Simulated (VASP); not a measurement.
Write the native input for VASP 6.6.1 that does the following.

```
Task                   : single point
Functional             : PBE
Potentials or basis    : VASP PAW PBE potentials, release 64 (Nb_sv, Te)
Cutoff                 : 520 eV
k mesh                 : 10 × 10 × 10
Occupations            : gaussian, width 0.05 eV
Spin                   : collinear spin
Starting moments       : [1.57, 0.0] μB
Dipole correction      : no
Further INCAR settings : ALGO = Normal; EDIFF = 1e-06; NBANDS = 20
```

The structure of NbTe lies in POSCAR:

```
NbTe
1.0
    0.0000000000      3.1251720923      3.1251720923
    3.1251720923      0.0000000000      3.1251720923
    3.1251720923      3.1251720923      0.0000000000
Nb Te
1 1
Direct
    0.0000000000      0.0000000000      0.0000000000
    0.2500000000      0.2500000000      0.2500000000
```

These files were run (other wordings do the same):

INCAR

```
PREC = Accurate
ENCUT = 520
EDIFF = 1E-6
ISMEAR = 0
SIGMA = 0.05
LREAL = F
LASPH = T
NELM = 150
ALGO = Normal
ISIF = 2
LWAVE = F
LCHARG = F
ISPIN = 2
MAGMOM = 1.57 0
LORBIT = 11
LMAXMIX = 4
GGA = PE
NBANDS = 20
```

KPOINTS

```
Automatic mesh
0
Gamma
  10 10 10
```

Potentials or basis: VASP PAW PBE potentials, release 64 (Nb_sv, Te).

Launch:

```sh
$ cat potpaw_PBE.64/Nb_sv/POTCAR potpaw_PBE.64/Te/POTCAR > POTCAR
$ mpirun -np 1 vasp_std > vasp.out
```

Results of the run:

* Pressure: 3.5 GPa
* Net moment: 2.07 μB per cell
* Site moments: Nb +1.51; Te -0.04 μB
* Valence electrons inside the program's atomic spheres: Nb 10.72; Te 3.54

Caveat: the cell stands under pressure.

Run time: 62 s on 1 thread of Intel(R) Xeon(R) 6975P-C (Granite Rapids), on a shared host, peak memory 0.29 GiB.
